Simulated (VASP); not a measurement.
# BaTiO3 (Pm-3m) in VASP: a series of runs

Runs on BaTiO3. Level: LDA. Tasks: electric field gradients.

Program: VASP 6.6.1. These are calculated values, not measurements. Logs are shortened: lines on timing, memory, paths and dates and some standing lists are left out, and cuts for length are marked.

## 1. The cell of the first run

Symmetry: Pm-3m, No. 221, cubic system. Conventional cell: a = 4.021 Å, b = 4.021 Å, c = 4.021 Å, α = 90.00°, β = 90.00°, γ = 90.00°. Within 3.7 Å of Ba (site symmetry m-3m) lie 12 O at 2.84 Å and 8 Ti at 3.48 Å. Within 2.7 Å of Ti (site symmetry m-3m) lie 6 O at 2.01 Å. Within 2.7 Å of O (site symmetry 4/mmm) lie 2 Ti at 2.01 Å.

## 2. Electric field gradients, LDA (volume scaled by 1.01)

INCAR

```
SYSTEM = BaTiO3
PREC = Accurate ; ENCUT = 520
EDIFF = 1E-8 ; ISMEAR = -1
SIGMA = 0.05 ; LREAL = .False.
LASPH = .True. ; NELM = 60
ALGO = Normal ; ISIF = 2
LWAVE = .False. ; LCHARG = .False.
GGA = CA ; LEFG = .True.
NBANDS = 28
```

KPOINTS

```
regular mesh
0
Gamma
  8 8 8
  0 0 0
```

POSCAR

```
BaTiO3
1.0
    4.0206133868      0.0000000000      0.0000000000
    0.0000000000      4.0206133868      0.0000000000
    0.0000000000      0.0000000000      4.0206133868
Ba Ti O
1 1 3
Direct
    0.5000000000      0.5000000000      0.5000000000
    0.0000000000      0.0000000000      0.0000000000
    0.5000000000      0.0000000000      0.0000000000
    0.0000000000      0.5000000000      0.0000000000
    0.0000000000      0.0000000000      0.5000000000
```

Potentials or basis: VASP PAW LDA potentials, release 64 (Ba_sv, Ti_sv, O).

Run with:

```bash
> cat potpaw_LDA.64/Ba_sv/POTCAR potpaw_LDA.64/Ti_sv/POTCAR potpaw_LDA.64/O/POTCAR > POTCAR
> mpirun -np 1 vasp_std > vasp.out
```

OUTCAR:

```text
SYSTEM = BaTiO3
   PREC = Accurate
   ENCUT = 520
   EDIFF = 1E-8
   ISMEAR = -1
   LREAL = .False.
   LASPH = .True.
   NELM = 60
   ISIF = 2
   GGA = CA

 ion  position               nearest neighbor table
   1  0.500  0.500  0.500-   3 2.84   4 2.84   5 2.84   3 2.84   4 2.84   3 2.84   5 2.84   3 2.84
                             4 2.84   5 2.84   4 2.84   5 2.84   2 3.48   2 3.48   2 3.48   2 3.48
   2  0.000  0.000  0.000-   3 2.01   4 2.01   5 2.01   5 2.01   4 2.01   3 2.01   1 3.48   1 3.48
                             1 3.48   1 3.48   1 3.48   1 3.48   1 3.48   1 3.48
   3  0.500  0.000  0.000-   2 2.01   2 2.01   1 2.84   1 2.84   1 2.84   1 2.84
   4  0.000  0.500  0.000-   2 2.01   2 2.01   1 2.84   1 2.84   1 2.84   1 2.84
   5  0.000  0.000  0.500-   2 2.01   2 2.01   1 2.84   1 2.84   1 2.84   1 2.84

  LATTYP: Found a simple cubic cell.
 ALAT       =     4.0206133868

  Lattice vectors:

 A1 = (   4.0206133868,   0.0000000000,   0.0000000000)
 A2 = (   0.0000000000,   4.0206133868,   0.0000000000)
 A3 = (   0.0000000000,   0.0000000000,   4.0206133868)

Analysis of symmetry for initial positions (statically):
=====================================================================
 Subroutine PRICEL returns:
 Original cell was already a primitive cell.

 Routine SETGRP: Setting up the symmetry group for a
 simple cubic supercell.

 Subroutine GETGRP returns: Found 48 space group operations
 (whereof 48 operations were pure point group operations)
 out of a pool of 48 trial point group operations.

The static configuration has the point symmetry O_h .

Analysis of symmetry for dynamics (positions and initial velocities):
=====================================================================
 Subroutine PRICEL returns:
 Original cell was already a primitive cell.

 Routine SETGRP: Setting up the symmetry group for a
 simple cubic supercell.

 Subroutine GETGRP returns: Found 48 space group operations
 (whereof 48 operations were pure point group operations)
 out of a pool of 48 trial point group operations.

The dynamic configuration has the point symmetry O_h .

 Subroutine INISYM returns: Found 48 space group operations
 (whereof 48 operations are pure point group operations),
 and found     1 'primitive' translations

----------------------------------------------------------------------------------------

                                     Primitive cell
[... 146 lines left out ...]

 val. band max:        3.4170283857   @ k =   0.5000   0.5000   0.5000
 cond. band min:       5.0488877691   @ k =   0.0000   0.0000   0.0000
 fundamental gap:      1.6318593834
 Fermi energy:         4.2486227503

 k-point     1 :       0.0000    0.0000    0.0000
  band No.  band energies     occupation
      1     -52.5239      2.00000
      2     -29.1306      2.00000
      3     -29.1306      2.00000
      4     -29.1306      2.00000
      5     -21.2691      2.00000
      6     -13.1323      2.00000
[... 733 lines left out ...]
     27      11.4607      0.00000
     28      12.2919      0.00000

 [... further k-points ...]
[... 5 lines left out ...]
  --------------------------------------------------------------------------------------
  -------------------------------------------------------------------------------------
  Total       -3.6448814     -3.6448814     -3.6448814      0.0000000      0.0000000      0.0000000
  in kB      -89.8497855    -89.8497855    -89.8497855      0.0000000      0.0000000      0.0000000
  external PRESSURE =     -89.8497855 kB  Pullay stress =       0.0000000 kB

 VOLUME and BASIS-vectors are now :
 -----------------------------------------------------------------------------
  energy-cutoff  :      520.00
  volume of cell :       64.99
      direct lattice vectors                 reciprocal lattice vectors
     4.020613387  0.000000000  0.000000000     0.248718269  0.000000000  0.000000000
     0.000000000  4.020613387  0.000000000     0.000000000  0.248718269  0.000000000
     0.000000000  0.000000000  4.020613387     0.000000000  0.000000000  0.248718269

 POSITION                                       TOTAL-FORCE (eV/Angst)
 -----------------------------------------------------------------------------------
      2.01031      2.01031      2.01031         0.000000      0.000000      0.000000
      0.00000      0.00000      0.00000         0.000000      0.000000      0.000000
      2.01031      0.00000      0.00000         0.000000      0.000000      0.000000
      0.00000      2.01031      0.00000         0.000000      0.000000      0.000000
      0.00000      0.00000      2.01031         0.000000      0.000000      0.000000
 -----------------------------------------------------------------------------------
    total drift:                                0.000000     -0.000000      0.000000

  FREE ENERGIE OF THE ION-ELECTRON SYSTEM (eV)
  ---------------------------------------------------
  free  energy   TOTEN  =       -44.0629203203 eV

  energy  without entropy=      -44.0629203134  energy(sigma->0) =      -44.06292032

 Electric field gradients (V/A^2)
---------------------------------------------------------------------
 ion       V_xx      V_yy      V_zz      V_xy      V_xz      V_yz
---------------------------------------------------------------------
   1      -0.000    -0.000     0.000     0.000     0.000    -0.000
   2      -0.000    -0.000    -0.000    -0.000    -0.000    -0.000
   3      22.581   -11.291   -11.291     0.000     0.000    -0.000
   4     -11.291    22.581   -11.291     0.000     0.000     0.000
   5     -11.291   -11.291    22.581    -0.000    -0.000    -0.000
---------------------------------------------------------------------

 Electric field gradients after diagonalization (V/A^2)
 (convention: |V_zz| > |V_xx| > |V_yy|)
----------------------------------------------------------------------
 ion       V_xx      V_yy      V_zz     asymmetry (V_yy - V_xx)/ V_zz
----------------------------------------------------------------------
   1      -0.000    -0.000     0.000       0.341
   2      -0.000    -0.000    -0.000      -0.470
   3     -11.291   -11.291    22.581       0.000
   4     -11.291   -11.291    22.581       0.000
   5     -11.291   -11.291    22.581       0.000
----------------------------------------------------------------------

           NMR quadrupolar parameters

 Cq : quadrupolar parameter    Cq=e*Q*V_zz/h
 eta: asymmetry parameters     (V_yy - V_xx)/ V_zz
 Q  : nuclear electric quadrupole moment in mb (millibarn)
----------------------------------------------------------------------
 ion       Cq(MHz)       eta       Q (mb)
----------------------------------------------------------------------
   1       0.000       0.341       1.000
   2      -0.000      -0.470       1.000
   3       0.055       0.000       1.000
   4       0.055       0.000       1.000
   5       0.055       0.000       1.000
----------------------------------------------------------------------
```

Wall time 70 s (1 thread of Intel Xeon Platinum 8488C (Sapphire Rapids), shared host); peak memory 0.19 GiB.

Results:

- Free energy: -44.0629 eV
- Pressure: -9.0 GPa
- Band gap on the k mesh: 1.63 eV, indirect (least direct gap 1.79 eV)

Electric field gradients, principal values (V/Å²):
| atom | least | middle | greatest (by size) |
| --- | --- | --- | --- |
| 1 Ba | 0.000 | 0.000 | 0.000 |
| 2 Ti | 0.000 | 0.000 | 0.000 |
| 3 O | -11.291 | -11.291 | 22.581 |
| 4 O | -11.291 | -11.291 | 22.581 |
| 5 O | -11.291 | -11.291 | 22.581 |

Caveat: without QUAD_EFG the Cq values of the log hold for a quadrupole moment of 1 mb, not for the nuclei; spin-orbit coupling is left out, which moves the levels of the heavy elements. A k mesh can miss the band edges.

## 3. Electric field gradients, LDA (volume scaled by 1.01)

INCAR

```
  ALGO = Normal
  EDIFF = 1E-8
  ENCUT = 520
  ISIF = 2
  ISMEAR = -1
  LASPH = True
  LCHARG = False
  LEFG = True
  LREAL = False
  LWAVE = False
  NBANDS = 28
  NELM = 80
  PREC = Accurate
  SIGMA = 0.05
```

KPOINTS

```
k-points
0
Gamma
  8 8 8
```

POSCAR is that of step 2.

Potentials or basis: VASP PAW LDA potentials, release 64 (Ba_sv, Ti_sv, O).

Run with:

```bash
> cat potpaw_LDA.64/Ba_sv/POTCAR potpaw_LDA.64/Ti_sv/POTCAR potpaw_LDA.64/O/POTCAR > POTCAR
> mpirun -np 1 vasp_std > vasp.out
```

OUTCAR:

```text
EDIFF = 1E-8
   ENCUT = 520
   ISIF = 2
   ISMEAR = -1
   LASPH = True
   LREAL = False
   NELM = 80
   PREC = Accurate

 ion  position               nearest neighbor table
   1  0.500  0.500  0.500-   3 2.84   4 2.84   5 2.84   3 2.84   4 2.84   3 2.84   5 2.84   3 2.84
                             4 2.84   5 2.84   4 2.84   5 2.84   2 3.48   2 3.48   2 3.48   2 3.48
   2  0.000  0.000  0.000-   3 2.01   4 2.01   5 2.01   5 2.01   4 2.01   3 2.01   1 3.48   1 3.48
                             1 3.48   1 3.48   1 3.48   1 3.48   1 3.48   1 3.48
   3  0.500  0.000  0.000-   2 2.01   2 2.01   1 2.84   1 2.84   1 2.84   1 2.84
   4  0.000  0.500  0.000-   2 2.01   2 2.01   1 2.84   1 2.84   1 2.84   1 2.84
   5  0.000  0.000  0.500-   2 2.01   2 2.01   1 2.84   1 2.84   1 2.84   1 2.84

  LATTYP: Found a simple cubic cell.
 ALAT       =     4.0206133868

  Lattice vectors:

 A1 = (   4.0206133868,   0.0000000000,   0.0000000000)
 A2 = (   0.0000000000,   4.0206133868,   0.0000000000)
 A3 = (   0.0000000000,   0.0000000000,   4.0206133868)

Analysis of symmetry for initial positions (statically):
=====================================================================
 Subroutine PRICEL returns:
 Original cell was already a primitive cell.

 Routine SETGRP: Setting up the symmetry group for a
 simple cubic supercell.

 Subroutine GETGRP returns: Found 48 space group operations
 (whereof 48 operations were pure point group operations)
 out of a pool of 48 trial point group operations.

The static configuration has the point symmetry O_h .

Analysis of symmetry for dynamics (positions and initial velocities):
=====================================================================
[... 922 lines left out ...]
  -------------------------------------------------------------------------------------
  Total       -3.6448814     -3.6448814     -3.6448814      0.0000000      0.0000000      0.0000000
  in kB      -89.8497855    -89.8497855    -89.8497855      0.0000000      0.0000000      0.0000000
  external PRESSURE =     -89.8497855 kB  Pullay stress =       0.0000000 kB

 VOLUME and BASIS-vectors are now :
 -----------------------------------------------------------------------------
  energy-cutoff  :      520.00
  volume of cell :       64.99
      direct lattice vectors                 reciprocal lattice vectors
     4.020613387  0.000000000  0.000000000     0.248718269  0.000000000  0.000000000
     0.000000000  4.020613387  0.000000000     0.000000000  0.248718269  0.000000000
     0.000000000  0.000000000  4.020613387     0.000000000  0.000000000  0.248718269

 POSITION                                       TOTAL-FORCE (eV/Angst)
 -----------------------------------------------------------------------------------
      2.01031      2.01031      2.01031         0.000000      0.000000      0.000000
      0.00000      0.00000      0.00000         0.000000      0.000000      0.000000
      2.01031      0.00000      0.00000         0.000000      0.000000      0.000000
      0.00000      2.01031      0.00000         0.000000      0.000000      0.000000
      0.00000      0.00000      2.01031         0.000000      0.000000      0.000000
 -----------------------------------------------------------------------------------
    total drift:                                0.000000     -0.000000      0.000000

  FREE ENERGIE OF THE ION-ELECTRON SYSTEM (eV)
  ---------------------------------------------------
  free  energy   TOTEN  =       -44.0629203203 eV

  energy  without entropy=      -44.0629203134  energy(sigma->0) =      -44.06292032

 Electric field gradients (V/A^2)
---------------------------------------------------------------------
 ion       V_xx      V_yy      V_zz      V_xy      V_xz      V_yz
---------------------------------------------------------------------
   1      -0.000    -0.000     0.000     0.000     0.000    -0.000
   2      -0.000    -0.000    -0.000    -0.000    -0.000    -0.000
   3      22.581   -11.291   -11.291     0.000     0.000    -0.000
   4     -11.291    22.581   -11.291     0.000     0.000     0.000
   5     -11.291   -11.291    22.581    -0.000    -0.000    -0.000
---------------------------------------------------------------------

 Electric field gradients after diagonalization (V/A^2)
 (convention: |V_zz| > |V_xx| > |V_yy|)
----------------------------------------------------------------------
 ion       V_xx      V_yy      V_zz     asymmetry (V_yy - V_xx)/ V_zz
----------------------------------------------------------------------
   1      -0.000    -0.000     0.000       0.341
   2      -0.000    -0.000    -0.000      -0.470
   3     -11.291   -11.291    22.581       0.000
   4     -11.291   -11.291    22.581       0.000
   5     -11.291   -11.291    22.581       0.000
----------------------------------------------------------------------

           NMR quadrupolar parameters

 Cq : quadrupolar parameter    Cq=e*Q*V_zz/h
 eta: asymmetry parameters     (V_yy - V_xx)/ V_zz
 Q  : nuclear electric quadrupole moment in mb (millibarn)
----------------------------------------------------------------------
 ion       Cq(MHz)       eta       Q (mb)
----------------------------------------------------------------------
   1       0.000       0.341       1.000
   2      -0.000      -0.470       1.000
   3       0.055       0.000       1.000
   4       0.055       0.000       1.000
   5       0.055       0.000       1.000
----------------------------------------------------------------------
```

OSZICAR:

```text
N       E                     dE             d eps       ncg     rms          rms(c)
DAV:   1     0.409599238218E+03    0.40960E+03   -0.20396E+04  1960   0.151E+03
DAV:   2    -0.152740884875E+02   -0.42487E+03   -0.40474E+03  2284   0.409E+02
DAV:   3    -0.528706463535E+02   -0.37597E+02   -0.37269E+02  2292   0.127E+02
DAV:   4    -0.548021602201E+02   -0.19315E+01   -0.19277E+01  3052   0.254E+01
DAV:   5    -0.548397695841E+02   -0.37609E-01   -0.37599E-01  2444   0.329E+00    0.222E+01
DAV:   6    -0.445479332798E+02    0.10292E+02   -0.57982E+01  2708   0.646E+01    0.102E+01
DAV:   7    -0.443065190677E+02    0.24141E+00   -0.10517E+01  2524   0.235E+01    0.646E+00
DAV:   8    -0.440802849279E+02    0.22623E+00   -0.77886E-01  2340   0.768E+00    0.312E+00
DAV:   9    -0.440981429583E+02   -0.17858E-01   -0.32817E-01  2812   0.440E+00    0.164E+00
DAV:  10    -0.440677097217E+02    0.30433E-01   -0.20061E-01  2220   0.462E+00    0.565E-01
DAV:  11    -0.440629400705E+02    0.47697E-02   -0.19079E-02  2628   0.995E-01    0.112E-01
DAV:  12    -0.440631990055E+02   -0.25894E-03   -0.15949E-03  2520   0.340E-01    0.147E-01
DAV:  13    -0.440629211854E+02    0.27782E-03   -0.86325E-04  2372   0.293E-01    0.203E-02
DAV:  14    -0.440629208843E+02    0.30110E-06   -0.35075E-05  2384   0.431E-02    0.911E-03
DAV:  15    -0.440629204432E+02    0.44118E-06   -0.19343E-06  2504   0.116E-02    0.260E-03
DAV:  16    -0.440629203186E+02    0.12454E-06   -0.42776E-07  2740   0.628E-03    0.419E-04
DAV:  17    -0.440629203203E+02   -0.17139E-08   -0.31699E-08  2332   0.129E-03
   1 F= -.44062920E+02 E0= -.44062920E+02  d E =-.697896E-08
```

stdout:

```text
POSCAR found type information on POSCAR BaTiO
 POSCAR found :  3 types and       5 ions
 scaLAPACK will be used
 LDA part: xc-table for (Slater(with rela. corr.)+CA(PZ))
 , standard interpolation
 POSCAR, INCAR and KPOINTS ok, starting setup
 FFT: planning ... GRIDC
 FFT: planning ... GRID_SOFT
 FFT: planning ... GRID
 WAVECAR not read
 entering main loop
ion   1

ion   2

ion   3

ion   4

ion   5
```

Wall time 65 s (1 thread of Intel Xeon Platinum 8488C (Sapphire Rapids), shared host); peak memory 0.19 GiB.

Results:

```
Free energy            : -44.0629 eV
Pressure               : -9.0 GPa
Band gap on the k mesh : 1.63 eV, indirect (least direct gap 1.79 eV)
```

Levels at points of the mesh, in eV from the valence-band top:
| k point | band 16 | band 17 | band 18 | band 19 | band 20 | band 21 | band 22 | band 23 | band 24 | band 25 |
| --- | --- | --- | --- | --- | --- | --- | --- | --- | --- | --- |
| (0.00, 0.00, 0.00) | -1.09 | -1.09 | -0.15 | -0.15 | -0.15 | 1.63 | 1.63 | 1.63 | 3.85 | 3.85 |
| (0.50, 0.00, 0.00) | -1.94 | -1.84 | -1.84 | -0.72 | -0.72 | 1.79 | 3.39 | 3.39 | 3.86 | 5.83 |
| (0.50, 0.50, 0.00) | -2.71 | -1.74 | -0.88 | -0.88 | -0.09 | 3.40 | 3.40 | 3.80 | 4.68 | 7.55 |
| (0.50, 0.50, 0.50) | -2.42 | -2.42 | 0.00 | 0.00 | 0.00 | 4.06 | 4.06 | 4.06 | 6.59 | 6.59 |

Electric field gradients, principal values (V/Å²):
```
atom    least   middle  greatest (by size)
1 Ba    0.000    0.000               0.000
2 Ti    0.000    0.000               0.000
 3 O  -11.291  -11.291              22.581
 4 O  -11.291  -11.291              22.581
 5 O  -11.291  -11.291              22.581
```

Caveat: without QUAD_EFG the Cq values of the log hold for a quadrupole moment of 1 mb, not for the nuclei; spin-orbit coupling is left out, which moves the levels of the heavy elements. A k mesh can miss the band edges.
